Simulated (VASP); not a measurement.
Write the native input for VASP 6.6.1 that does the following.

| Item | Value |
| --- | --- |
| Task | single point |
| Functional | PBE |
| Potentials or basis | VASP PAW PBE potentials, release 64 (Mg) |
| Cutoff | 520 eV |
| k mesh | 24 × 24 × 24 |
| Occupations | gaussian, width 0.1 eV |
| Spin | no spin polarisation |
| Dipole correction | no |
| Further INCAR settings | ALGO = Fast; EDIFF = 1e-07; NBANDS = 7 |

The structure of Mg lies in POSCAR:

```
Mg
1.0
   -1.6002917908      1.6000588443      2.2600752450
    1.6002917908     -1.6000588443      2.2600752450
    1.6002917908      1.6000588443     -2.2600752450
Mg
1
Direct
    0.0000000000      0.0000000000      0.0000000000
```

This isn't the form of Mg at room conditions, which is hcp.

These files were run (other wordings do the same):

INCAR

```
PREC = Accurate ; ENCUT = 520
EDIFF = 1E-7 ; ISMEAR = 0
SIGMA = 0.1 ; LREAL = F
LASPH = T ; NELM = 100
ALGO = Fast ; ISIF = 2
LWAVE = F ; LCHARG = F
GGA = PE ; NBANDS = 7
```

KPOINTS

```
regular mesh
0
Gamma
  24 24 24
```

Potentials or basis: VASP PAW PBE potentials, release 64 (Mg).

Launch:

```sh
$ cat potpaw_PBE.64/Mg/POTCAR > POTCAR
$ mpirun -np 1 vasp_std > vasp.out
```

Results of the run:

```
Pressure               : -0.1 GPa
Band gap on the k mesh : zero (bands 1 and 2 overlap by 2.73 eV)
```

It took 120 s on 1 thread of Intel Xeon 8259CL, on a shared host, peak memory 0.43 GiB.
